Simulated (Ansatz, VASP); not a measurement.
# One calculation of Sn2TeS3, two programs

The input INCAR:

```
SYSTEM = Sn2TeS3
PREC = Accurate
ENCUT = 600
EDIFF = 1E-7
ISMEAR = 0
SIGMA = 0.1
LREAL = .FALSE.
LASPH = .TRUE.
NELM = 80
ALGO = Normal
ISIF = 3
LWAVE = .FALSE.
LCHARG = .FALSE.
GGA = PE
IBRION = 2
NSW = 90
EDIFFG = -0.04
```

KPOINTS

```
Automatic mesh
0
G
  6 6 2
  0 0 0
```

The input POSCAR:

```
Sn2TeS3
1.0
    3.5354158589      0.0000000000      0.0000000000
    0.0000000000      3.5354158589      0.0000000000
    0.0000000000      0.0000000000     10.5383699419
Sn Te S
2 1 3
Direct
    0.0000000000      0.0000000000      0.3332971180
    0.0000000000      0.0000000000      0.6667028820
    0.0000000000      0.0000000000      0.0000000000
    0.5000000000      0.5000000000      0.1775995156
    0.5000000000      0.5000000000      0.5000000000
    0.5000000000      0.5000000000      0.8224004844
```

Input for Ansatz:

```yaml
crystal:
  lattice:
    - [3.5354158589, 0.0, 0.0]
    - [0.0, 3.5354158589, 0.0]
    - [0.0, 0.0, 10.5383699419]
  atoms:
    - { symbol: Sn, position: [0.0, 0.0, 0.333297118] }
    - { symbol: Sn, position: [0.0, 0.0, 0.666702882] }
    - { symbol: Te, position: [0.0, 0.0, 0.0] }
    - { symbol: S, position: [0.5, 0.5, 0.1775995156] }
    - { symbol: S, position: [0.5, 0.5, 0.5] }
    - { symbol: S, position: [0.5, 0.5, 0.8224004844] }
basis:
  ecutwfc: 420
kpoints:
  mp_grid: { grid: [6, 6, 2] }
hamiltonian:
  xc: pbe
scf:
  occupations: { method: gaussian, width: 0.1 }
  lower_state_search: "off"
output:
  forces: true
  stress: true
  eigenvalues: true
relax:
  adjacent_minimum: "off"
  f_tol: 0.04
  max_steps: 70
  cell: { stress_tol: 0.4 }
```

Change from the starting cell: species swapped into the Pr3MgAl2 type (P4/mmm, No. 123).

Alike in both runs: task relaxation of cell and atoms; functional PBE; k mesh 6 × 6 × 2; occupations gaussian, width 0.1 eV; no spin polarisation.

|  | VASP | Ansatz |
| --- | --- | --- |
| version | VASP 6.6.1 | Ansatz 0.2.0 |
| potentials or method | VASP PAW PBE potentials, release 64 (Sn_d, Te, S), cutoff 600 eV | scalar-relativistic, plane waves, PAW |
| valence electrons in the cell | 52 | 62 |

|  | VASP | Ansatz | Ansatz less VASP |
| --- | --- | --- | --- |
| gap on the k mesh at the Fermi level, each at its own relaxed structure (eV) | none | none | - |
| relaxed volume (Å³/atom) | 21.91 | 21.94 | +0.027 |
| relaxed cell length with the largest relative difference (Å) | 10.683 | 10.690 | +0.0074 |

A gap of «none» marks a metal or a gap that the smearing closes. VASP's potentials hold 52 valence electrons a cell and Ansatz's 62, so a difference there can come from the potentials and not from the codes.

Spin-orbit coupling is off throughout.
